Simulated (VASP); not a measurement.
Wanted: the native input for a VASP 6.6.1 run.

* Task: relaxation of cell and atoms
* Functional: PBE
* Potentials or basis: VASP PAW PBE potentials, release 64 (Ba_sv, F, Ca_sv)
* Cutoff: 600 eV
* k mesh: 6 × 6 × 6
* Occupations: fermi-dirac, width 0.02 eV
* Spin: no spin polarisation
* Dipole correction: no
* Further INCAR settings: ALGO = Normal; EDIFF = 1e-07; IBRION = 2; EDIFFG = -0.005; NSW = 80; ISIF = 3

The structure of BaCaF4 lies in POSCAR:

```
BaCaF4
1.0
    2.0539350500      1.1858399500      6.7081237800
   -2.0539350500      1.1858399500      6.7081237800
    0.0000000000     -2.3716799100      6.7081237800
Ba F Ca
1 4 1
Direct
    0.0000000000      0.0000000000      0.0000000000
    0.1250000000      0.1250000000      0.1250000000
    0.3750000000      0.3750000000      0.3750000000
    0.6250000000      0.6250000000      0.6250000000
    0.8750000000      0.8750000000      0.8750000000
    0.5000000000      0.5000000000      0.5000000000
```

The input as run:

INCAR

```
SYSTEM = BaCaF4
  PREC = Accurate
  ENCUT = 600
  EDIFF = 1E-7
  ISMEAR = -1
  SIGMA = 0.02
  LREAL = .False.
  LASPH = .True.
  NELM = 80
  ALGO = Normal
  ISIF = 3
  LWAVE = .False.
  LCHARG = .False.
  GGA = PE
  IBRION = 2
  NSW = 80
  EDIFFG = -0.005
```

KPOINTS

```
regular mesh
0
Gamma
  6 6 6
  0 0 0
```

Potentials or basis: VASP PAW PBE potentials, release 64 (Ba_sv, F, Ca_sv).

Command:

```bash
$ cat potpaw_PBE.64/Ba_sv/POTCAR potpaw_PBE.64/F/POTCAR potpaw_PBE.64/Ca_sv/POTCAR > POTCAR
$ mpirun -np 1 vasp_std > vasp.out
```

It gave:

The relaxed volume is 17.28 Å³/atom and the relaxed cell is a = 7.187 Å, b = 7.187 Å, c = 7.187 Å, α = 34.04°, β = 34.04°, γ = 34.04°. The space group after relaxing (to 0.1 Å) is R-3m (No. 166). The energy gained by relaxing is 95.0 meV/atom and the ionic steps are 10. The pressure after relaxing is 0.0 GPa. The largest force after relaxing is 0.003 eV/Å and the band gap on the k mesh is 6.29 eV (least direct gap 6.49 eV).

Caveat: spin-orbit coupling is left out, which moves the levels of the heavy elements.

Run time: 23 min on 1 thread of Intel(R) Xeon(R) 6975P-C (Granite Rapids), on a shared host, peak memory 0.63 GiB.
